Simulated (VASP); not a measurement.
P, 24 atoms in the cell. The typed cell holds 24 atoms: a = 5.575 Å, b = 11.027 Å, c = 11.169 Å, α = 94.68°, β = 99.83°, γ = 100.55°. 

* Program: VASP 6.6.1
* Task: single point
* Functional: PBE
* Potentials or basis: VASP PAW PBE potentials, release 64 (P)
* Cutoff: 520 eV
* k mesh: 6 × 3 × 3
* Occupations: fermi-dirac, width 0.02 eV
* Spin: no spin polarisation
* Dipole correction: no
* Further INCAR settings: LREAL = Auto; ALGO = Normal; EDIFF = 1e-07; NBANDS = 78

Potentials or basis: VASP PAW PBE potentials, release 64 (P).

Command:

```bash
$ cat potpaw_PBE.64/P/POTCAR > POTCAR
$ mpirun -np 4 vasp_std > vasp.out
```

Hardware: 4 MPI ranks on AMD EPYC 7R13 Processor (Zen 3), with other jobs on the host.

Q: How long does it take, and how much memory?

A: It took 13 min on 4 MPI ranks on AMD EPYC 7R13 Processor (Zen 3) (shared host), peak memory 1.1 GiB a rank. Counts: scf iterations 18, k points 28.
